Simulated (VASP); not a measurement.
# TiAl (P-6m2) in VASP: notebook, part 2 of 2

VASP 6.6.1.

**4. Single point, PBEsol (strain -0.0500 x Voigt [1, 1, 0, 0, 0, 0])**

Input file INCAR:

```
ALGO = Normal
EDIFF = 1E-6
ENCUT = 500
GGA = PS
GGA_COMPAT = F
ISIF = 2
ISMEAR = 0
LASPH = T
LCHARG = F
LREAL = F
LWAVE = F
NBANDS = 14
NELM = 120
PREC = Accurate
SIGMA = 0.15
```

Input file KPOINTS:

```
k-points
0
Gamma
  24 24 14
```

Input file POSCAR:

```
TiAl
1.0
    2.7054302201      0.0000000000      0.0000000000
   -1.3527151100      2.3429712988      0.0000000000
    0.0000000000      0.0000000000      4.6199447408
Ti Al
1 1
Direct
    0.0000000000      0.0000000000      0.0000000000
    0.3333333333      0.6666666667      0.5000000000
```

Potentials or basis: VASP PAW PBE potentials, release 64 (Ti_sv, Al).

Launch:

```bash
> cat potpaw_PBE.64/Ti_sv/POTCAR potpaw_PBE.64/Al/POTCAR > POTCAR
> mpirun -np 1 vasp_std > vasp.out
```

OUTCAR:

```text
EDIFF = 1E-6
   ENCUT = 500
   GGA = PS
   ISIF = 2
   ISMEAR = 0
   LASPH = T
   LREAL = F
   NELM = 120
   PREC = Accurate

 ion  position               nearest neighbor table
   1  0.000  0.000  0.000-   2 2.79   2 2.79   2 2.79   2 2.79   2 2.79   2 2.79
   2  0.333  0.667  0.500-   1 2.79   1 2.79   1 2.79   1 2.79   1 2.79   1 2.79

  LATTYP: Found a hexagonal cell.
 ALAT       =     2.7054302201
 C/A-ratio  =     1.7076562191

  Lattice vectors:

[... 585 lines left out ...]
      7       7.2961      2.00000
      8       7.9279      2.00000
      9      11.5750      0.00000
     10      13.5784      0.00000
     11      13.6140      0.00000
     12      13.9382      0.00000
     13      15.3347      0.00000
     14      17.8650      0.00000

 [... further k-points ...]
[... 5 lines left out ...]
  --------------------------------------------------------------------------------------
  -------------------------------------------------------------------------------------
  Total        2.9252130      2.9252130      1.3566368      0.0000000      0.0000000      0.0000000
  in kB      160.0397976    160.0397976     74.2222465      0.0000000      0.0000000      0.0000000
  external PRESSURE =     131.4339472 kB  Pullay stress =       0.0000000 kB

 VOLUME and BASIS-vectors are now :
 -----------------------------------------------------------------------------
  energy-cutoff  :      500.00
  volume of cell :       29.28
      direct lattice vectors                 reciprocal lattice vectors
     2.705430220  0.000000000  0.000000000     0.369626979  0.213404236  0.000000000
    -1.352715110  2.342971299  0.000000000     0.000000000  0.426808472  0.000000000
     0.000000000  0.000000000  4.619944741     0.000000000  0.000000000  0.216452805

 POSITION                                       TOTAL-FORCE (eV/Angst)
 -----------------------------------------------------------------------------------
      0.00000      0.00000      0.00000        -0.000000      0.000000      0.000000
     -0.00000      1.56198      2.30997         0.000000     -0.000000      0.000000
 -----------------------------------------------------------------------------------
    total drift:                                0.000000     -0.000000      0.000000

  FREE ENERGIE OF THE ION-ELECTRON SYSTEM (eV)
  ---------------------------------------------------
  free  energy   TOTEN  =       -12.8015303485 eV

  energy  without entropy=      -12.7782265087  energy(sigma->0) =      -12.78987843
```

stdout:

```text
POSCAR found type information on POSCAR TiAl
 POSCAR found :  2 types and       2 ions
 scaLAPACK will be used
 -----------------------------------------------------------------------------
|                                                                             |
|                                                                             |
|     You enforced a specific xc type in the INCAR file but a different       |
|     I HOPE YOU KNOW WHAT YOU ARE DOING!                                     |
|                                                                             |
 -----------------------------------------------------------------------------

 LDA part: xc-table for (Slater+PW92), standard interpolation
 POSCAR, INCAR and KPOINTS ok, starting setup
 FFT: planning ... GRIDC
 FFT: planning ... GRID_SOFT
 FFT: planning ... GRID
 WAVECAR not read
 entering main loop
```

Run time: 71 s. Hardware: 1 thread of Intel Xeon 6975P-C (Granite Rapids), shared host; peak memory 0.3 GiB.

Results:

* Free energy: -12.8015 eV
* Pressure: 13.1 GPa
* Band gap on the k mesh: zero (an odd number of electrons rules out a gap without spin polarisation)

Stress tensor (GPa, compression positive):
```
16.00  0.00  0.00
 0.00 16.00  0.00
 0.00  0.00  7.42
```

Levels at points of the mesh, in eV from the Fermi level:
```csv
k point,band 3,band 4,band 5,band 6,band 7,band 8,band 9,band 10,band 11,band 12
"(0.00, 0.00, 0.00)",-31.84,-31.84,-9.72,-2.66,-2.32,1.42,1.42,3.32,3.32,3.89
"(0.50, 0.00, 0.00)",-32.33,-32.07,-4.03,-2.76,-1.96,-1.36,2.48,4.21,4.56,4.79
"(0.00, 0.00, 0.50)",-31.84,-31.84,-8.81,-5.70,-0.87,1.43,1.43,3.26,3.26,6.46
"(0.50, 0.00, 0.50)",-32.34,-32.07,-4.02,-2.62,-2.17,0.83,0.94,2.31,2.97,4.79
```

Caveat: the cell differs from its parent crystal (strain -0.0500 x Voigt [1, 1, 0, 0, 0, 0]); the cell stands under pressure; the PAW data sets were made with another functional, which shifts forces and pressure a little.

**5. Single point, PBEsol (strain -0.0250 x Voigt [1, 1, 0, 0, 0, 0])**

Input file INCAR:

```
  PREC = Accurate
  ENCUT = 500
  EDIFF = 1E-6
  ISMEAR = 0
  SIGMA = 0.15
  LREAL = F
  LASPH = T
  NELM = 120
  ALGO = Normal
  ISIF = 2
  LWAVE = F
  LCHARG = T
  GGA = PS
  LELF = T
  LVHAR = T
  NBANDS = 14
  GGA_COMPAT = F
```

Input file KPOINTS:

```
Automatic mesh
0
Gamma
  24 24 14
```

Input file POSCAR:

```
TiAl
1.0
    2.7766257522      0.0000000000      0.0000000000
   -1.3883128761      2.4046284382      0.0000000000
    0.0000000000      0.0000000000      4.6199447408
Ti Al
1 1
Direct
    0.0000000000      0.0000000000      0.0000000000
    0.3333333333      0.6666666667      0.5000000000
```

Potentials or basis: VASP PAW PBE potentials, release 64 (Ti_sv, Al).

Launch:

```bash
> cat potpaw_PBE.64/Ti_sv/POTCAR potpaw_PBE.64/Al/POTCAR > POTCAR
> mpirun -np 1 vasp_std > vasp.out
```

OUTCAR:

```text
PREC = Accurate
   ENCUT = 500
   EDIFF = 1E-6
   ISMEAR = 0
   LREAL = F
   LASPH = T
   NELM = 120
   ISIF = 2
   GGA = PS

 ion  position               nearest neighbor table
   1  0.000  0.000  0.000-   2 2.81   2 2.81   2 2.81   2 2.81   2 2.81   2 2.81
   2  0.333  0.667  0.500-   1 2.81   1 2.81   1 2.81   1 2.81   1 2.81   1 2.81

  LATTYP: Found a hexagonal cell.
 ALAT       =     2.7766257522
 C/A-ratio  =     1.6638701622

  Lattice vectors:

 A1 = (   2.7766257522,   0.0000000000,   0.0000000000)
 A2 = (  -1.3883128761,   2.4046284382,   0.0000000000)
 A3 = (   0.0000000000,   0.0000000000,   4.6199447408)

Analysis of symmetry for initial positions (statically):
=====================================================================
 Subroutine PRICEL returns:
 Original cell was already a primitive cell.

 Routine SETGRP: Setting up the symmetry group for a
 hexagonal supercell.

 Subroutine GETGRP returns: Found 12 space group operations
 (whereof 12 operations were pure point group operations)
 out of a pool of 24 trial point group operations.

[... 166 lines left out ...]
 fundamental gap:      0.0016020329
 Fermi energy:         8.6096987563

 k-point     1 :       0.0000    0.0000    0.0000
  band No.  band energies     occupation
      1     -47.5209      2.00000
      2     -23.9601      2.00000
      3     -23.4163      2.00000
      4     -23.4163      2.00000
      5      -0.7503      2.00000
      6       6.1271      2.00000
      7       6.5698      2.00000
      8       9.9829      0.00000
      9       9.9829      0.00000
     10      11.6849      0.00000
     11      11.6849      0.00000
     12      12.6287      0.00000
     13      22.2155      0.00000
     14      22.2155      0.00000
[... 377 lines left out ...]
      1     -47.3794      2.00000
      2     -24.1961      2.00000
      3     -23.8259      2.00000
      4     -23.6034      2.00000
      5       4.6078      2.00000
      6       5.9859      2.00000
      7       6.8747      2.00000
      8       7.4796      2.00000
      9      10.8029      0.00000
     10      12.7478      0.00000
     11      12.9549      0.00000
     12      13.0682      0.00000
     13      14.4684      0.00000
     14      16.6776      0.00000

 [... further k-points ...]
[... 5 lines left out ...]
  --------------------------------------------------------------------------------------
  -------------------------------------------------------------------------------------
  Total        1.3510611      1.3510611      0.6912733      0.0000000      0.0000000      0.0000000
  in kB       70.1751681     70.1751681     35.9052763      0.0000000      0.0000000      0.0000000
  external PRESSURE =      58.7518708 kB  Pullay stress =       0.0000000 kB

 VOLUME and BASIS-vectors are now :
 -----------------------------------------------------------------------------
  energy-cutoff  :      500.00
  volume of cell :       30.85
      direct lattice vectors                 reciprocal lattice vectors
     2.776625752  0.000000000  0.000000000     0.360149364  0.207932333  0.000000000
    -1.388312876  2.404628438  0.000000000     0.000000000  0.415864665  0.000000000
     0.000000000  0.000000000  4.619944741     0.000000000  0.000000000  0.216452805

 POSITION                                       TOTAL-FORCE (eV/Angst)
 -----------------------------------------------------------------------------------
      0.00000      0.00000      0.00000        -0.000000      0.000000      0.000000
     -0.00000      1.60309      2.30997         0.000000     -0.000000      0.000000
 -----------------------------------------------------------------------------------
    total drift:                                0.000000     -0.000000      0.000000

  FREE ENERGIE OF THE ION-ELECTRON SYSTEM (eV)
  ---------------------------------------------------
  free  energy   TOTEN  =       -12.9121754914 eV

  energy  without entropy=      -12.8858220843  energy(sigma->0) =      -12.89899879
```

OSZICAR:

```text
N       E                     dE             d eps       ncg     rms          rms(c)
DAV:   1     0.977082685310E+02    0.97708E+02   -0.69778E+03 13682   0.107E+03
DAV:   2    -0.871432893217E+01   -0.10642E+03   -0.10224E+03 14090   0.296E+02
DAV:   3    -0.141917793008E+02   -0.54775E+01   -0.53434E+01 20468   0.650E+01
DAV:   4    -0.143563860605E+02   -0.16461E+00   -0.16431E+00 15528   0.998E+00
DAV:   5    -0.143622183812E+02   -0.58323E-02   -0.58320E-02 20320   0.175E+00    0.101E+01
DAV:   6    -0.131760362513E+02    0.11862E+01   -0.52897E+00 15534   0.295E+01    0.369E+00
DAV:   7    -0.129360545268E+02    0.23998E+00   -0.61525E-01 15064   0.912E+00    0.230E+00
DAV:   8    -0.129139698631E+02    0.22085E-01   -0.15338E-01 16004   0.442E+00    0.756E-01
DAV:   9    -0.129133718553E+02    0.59801E-03   -0.33932E-02 15372   0.267E+00    0.362E-01
DAV:  10    -0.129121514431E+02    0.12204E-02   -0.56130E-03 15684   0.951E-01    0.713E-02
DAV:  11    -0.129121843614E+02   -0.32918E-04   -0.45556E-04 16924   0.191E-01    0.500E-02
DAV:  12    -0.129121798364E+02    0.45250E-05   -0.20892E-05 16766   0.430E-02    0.310E-02
DAV:  13    -0.129121758637E+02    0.39727E-05   -0.57864E-06 15488   0.267E-02    0.592E-03
DAV:  14    -0.129121754914E+02    0.37236E-06   -0.53996E-07  8242   0.704E-03
   1 F= -.12912175E+02 E0= -.12898999E+02  d E =-.263534E-01
```

stdout:

```text
POSCAR found type information on POSCAR TiAl
 POSCAR found :  2 types and       2 ions
 scaLAPACK will be used
 -----------------------------------------------------------------------------
|                                                                             |
|                                                                             |
|     You enforced a specific xc type in the INCAR file but a different       |
|     I HOPE YOU KNOW WHAT YOU ARE DOING!                                     |
|                                                                             |
 -----------------------------------------------------------------------------

 LDA part: xc-table for (Slater+PW92), standard interpolation
 POSCAR, INCAR and KPOINTS ok, starting setup
 FFT: planning ... GRIDC
 FFT: planning ... GRID_SOFT
 FFT: planning ... GRID
 WAVECAR not read
 entering main loop
```

Wall time 83 s (1 thread of Intel Xeon 6975P-C (Granite Rapids), shared host); peak memory 0.31 GiB.

What came out:

```
Free energy            : -12.9122 eV
Pressure               : 5.9 GPa
Band gap on the k mesh : zero (an odd number of electrons rules out a gap without spin polarisation)
```

Stress tensor (GPa, compression positive):
```
7.02 0.00 0.00
0.00 7.02 0.00
0.00 0.00 3.59
```

Levels at points of the mesh, in eV from the Fermi level:
```tsv
k point	band 3	band 4	band 5	band 6	band 7	band 8	band 9	band 10	band 11	band 12
(0.00, 0.00, 0.00)	-32.03	-32.03	-9.36	-2.48	-2.04	1.37	1.37	3.08	3.08	4.02
(0.50, 0.00, 0.00)	-32.44	-32.21	-3.89	-2.79	-1.76	-1.17	2.31	4.23	4.40	4.42
(0.00, 0.00, 0.50)	-32.03	-32.03	-8.44	-5.51	-0.62	1.38	1.38	3.00	3.00	6.72
(0.50, 0.00, 0.50)	-32.44	-32.20	-3.85	-2.51	-2.00	0.70	0.96	2.12	3.04	4.42
```

Caveat: the cell differs from its parent crystal (strain -0.0250 x Voigt [1, 1, 0, 0, 0, 0]); the cell stands under pressure; the PAW data sets were made with another functional, which shifts forces and pressure a little.

**6. Single point, PBEsol (strain +0.0250 x Voigt [1, 1, 0, 0, 0, 0])**

Input file INCAR:

```
ALGO = Normal
EDIFF = 1E-6
ENCUT = 500
GGA = PS
GGA_COMPAT = F
ISIF = 2
ISMEAR = 0
LASPH = T
LCHARG = F
LREAL = F
LWAVE = F
NBANDS = 14
NELM = 120
PREC = Accurate
SIGMA = 0.15
```

Input file KPOINTS:

```
k-points
0
Gamma
  24 24 14
```

Input file POSCAR:

```
TiAl
1.0
    2.9190168164      0.0000000000      0.0000000000
   -1.4595084082      2.5279427171      0.0000000000
    0.0000000000      0.0000000000      4.6199447408
Ti Al
1 1
Direct
    0.0000000000      0.0000000000      0.0000000000
    0.3333333333      0.6666666667      0.5000000000
```

Potentials or basis: VASP PAW PBE potentials, release 64 (Ti_sv, Al).

Launch:

```bash
> cat potpaw_PBE.64/Ti_sv/POTCAR potpaw_PBE.64/Al/POTCAR > POTCAR
> mpirun -np 1 vasp_std > vasp.out
```

Run time: 78 s. Hardware: 1 thread of Intel Xeon 6975P-C (Granite Rapids), shared host; peak memory 0.34 GiB.

Results (log left out):

- Free energy: -12.9179 eV
- Pressure: -4.7 GPa
- Band gap on the k mesh: zero (an odd number of electrons rules out a gap without spin polarisation)

Stress tensor (GPa, compression positive):
```
-5.44  0.00  0.00
 0.00 -5.44  0.00
 0.00  0.00 -3.35
```

Levels at points of the mesh, in eV from the Fermi level:
| k point | band 5 | band 6 | band 7 | band 8 | band 9 | band 10 | band 11 | band 12 |
| --- | --- | --- | --- | --- | --- | --- | --- | --- |
| (0.00, 0.00, 0.00) | -8.74 | -2.15 | -1.56 | 1.22 | 1.22 | 2.59 | 2.59 | 4.13 |
| (0.50, 0.00, 0.00) | -3.68 | -2.86 | -1.44 | -0.90 | 1.96 | 3.74 | 4.01 | 4.23 |
| (0.00, 0.00, 0.50) | -7.79 | -5.16 | -0.26 | 1.24 | 1.24 | 2.50 | 2.50 | 7.18 |
| (0.50, 0.00, 0.50) | -3.62 | -2.33 | -1.77 | 0.45 | 0.98 | 1.73 | 3.07 | 3.74 |

Caveat: the cell differs from its parent crystal (strain +0.0250 x Voigt [1, 1, 0, 0, 0, 0]); the cell stands under tension; the PAW data sets were made with another functional, which shifts forces and pressure a little.

**7. Summary**

| cell | gap on the mesh (eV) | pressure (GPa) |
| --- | --- | --- |
| a = 2.563, b = 2.563, c = 4.620 Å, angles 90.0, 90.0, 120.0°, 2 atoms | none | 33.3 |
| a = 2.634, b = 2.634, c = 4.620 Å, angles 90.0, 90.0, 120.0°, 2 atoms | none | 22.2 |
| a = 2.705, b = 2.705, c = 4.620 Å, angles 90.0, 90.0, 120.0°, 2 atoms | none | 13.1 |
| a = 2.777, b = 2.777, c = 4.620 Å, angles 90.0, 90.0, 120.0°, 2 atoms | none | 5.9 |
| a = 2.919, b = 2.919, c = 4.620 Å, angles 90.0, 90.0, 120.0°, 2 atoms | none | -4.7 |

Alike in all rows: task single point; level PBEsol; potentials or basis VASP PAW PBE potentials, release 64 (Ti_sv, Al); no spin polarisation; k mesh 24 × 24 × 14; cutoff (eV) 500; smearing gaussian 0.15 eV.

Caveats: the PAW data sets were made with another functional, which shifts forces and pressure a little; the cell stands under pressure (at least some runs); the cell stands under tension (at least some runs).

Total energies depend on the potentials used, so only differences within one code and one set of settings carry meaning.
